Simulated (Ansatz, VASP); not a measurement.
# Two plane-wave programs on As

```
As
1.0
     1.87999    1.08541    3.32765
    -1.87999    1.08541    3.32765
     0.00000   -2.17082    3.32765
As
2
Cartesian
  0.0000 0.0000 7.6820
  0.0000 0.0000 2.3009
```

Alike in both runs: task single point; functional LDA; k mesh 10 × 10 × 10; no spin polarisation.

```csv
,VASP,Ansatz
version,VASP 6.6.1,Ansatz 0.2.0
potentials or method,"VASP PAW LDA potentials, release 64 (As), cutoff 500 eV","plane waves (420 eV) with PAW, scalar-relativistic"
occupations,"methfessel-paxton of order 1, width 0.1 eV","cold, width 0.1 eV"
valence electrons in the cell,10,30
```

```tsv
	VASP	Ansatz	Ansatz less VASP
pressure (GPa)	0.5	0.0	-0.45
traceless stress, the component that is largest in VASP (GPa)	-0.22	-0.09	+0.129
```

Ansatz warns that its potentials were made for another functional, while VASP's fit it. LDA's correlation is that of Perdew and Zunger in VASP and of Perdew and Wang (1992) in Ansatz. VASP's potentials hold 10 valence electrons a cell and Ansatz's 30, so a difference there can come from the potentials and not from the codes.
